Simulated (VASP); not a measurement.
Set up this calculation in VASP 6.6.1, as the native input.

```
Task                   : single point
Functional             : LDA
Potentials or basis    : VASP PAW LDA potentials, release 64 (Al, N)
Cutoff                 : 520 eV
k mesh                 : 9 × 9 × 6
Occupations            : gaussian, width 0.05 eV
Spin                   : no spin polarisation
Dipole correction      : no
Further INCAR settings : ALGO = Normal; EDIFF = 1e-06; NBANDS = 16
```

The structure of AlN lies in POSCAR:

```
AlN
1.0
    3.0176720870      0.0000000000      0.0000000000
   -1.5088360435      2.6133806877      0.0000000000
    0.0000000000      0.0000000000      4.9033300000
Al N
2 2
Direct
    0.3333333333      0.6666666667      0.0000000000
    0.6666666667      0.3333333333      0.5000000000
    0.3333333333      0.6666666667      0.3850000000
    0.6666666667      0.3333333333      0.8850000000
```

This cell differs from its parent crystal: strain -0.030 along x and y, -0.015 along z.

The input as run:

INCAR

```
SYSTEM = AlN
PREC = Accurate
ENCUT = 520
EDIFF = 1E-6
ISMEAR = 0
SIGMA = 0.05
LREAL = .False.
LASPH = .True.
NELM = 60
ALGO = Normal
ISIF = 2
LWAVE = .False.
LCHARG = .False.
GGA = CA
NBANDS = 16
```

KPOINTS

```
regular mesh
0
Gamma
  9 9 6
  0 0 0
```

Potentials or basis: VASP PAW LDA potentials, release 64 (Al, N).

Command:

```bash
$ cat potpaw_LDA.64/Al/POTCAR potpaw_LDA.64/N/POTCAR > POTCAR
$ mpirun -np 1 vasp_std > vasp.out
```

Results of the run:

| Quantity | Value |
| --- | --- |
| Pressure | 14.0 GPa |
| Largest force | 0.419 eV/Å |
| Band gap on the k mesh | 4.90 eV, indirect (least direct gap 4.92 eV) |

Caveat: the cell differs from its parent crystal (strain -0.030 along x and y, -0.015 along z).

It took 34 s on 1 thread of AMD EPYC 7R13 (shared host), peak memory 0.12 GiB.
